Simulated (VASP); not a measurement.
The system is SrCl2.

```xyz
3
Lattice="2.1354 1.2329 6.1350 -2.1354 1.2329 6.1350 0.0000 -2.4657 6.1350" Properties=species:S:1:pos:R:3 pbc="T T T"
Sr    0.0000    0.0000    0.0048
Cl    0.0000    0.0000    7.7618
Cl    0.0000    0.0000    4.5035
```

This cell differs from its parent crystal: biaxial xy strain +2.4%.

Base run:

```yaml
Program: VASP 6.6.1
Functional: PBE
Potentials_or_basis: VASP PAW PBE potentials, release 64 (Sr_sv, Cl)
Cutoff: 520 eV
k_mesh: 8 × 8 × 8
Occupations: fermi-dirac, width 0.02 eV
Spin: no spin polarisation
```

Its results: band gap on the k mesh 4.16 eV; pressure 0.1 GPa; largest force 0.007 eV/Å.

Task: The run is repeated on the same cell with these changes: functional from PBE to r2SCAN; occupations from fermi-dirac, width 0.02 eV to gaussian, width 0.01 eV. What comes out?

Result: Band gap on the k mesh 4.69 eV; pressure -0.5 GPa; largest force 0.003 eV/Å.

Caveats: the PAW data sets were made with another functional, which shifts forces and pressure a little (at least some runs).

A k mesh can miss the band edges.
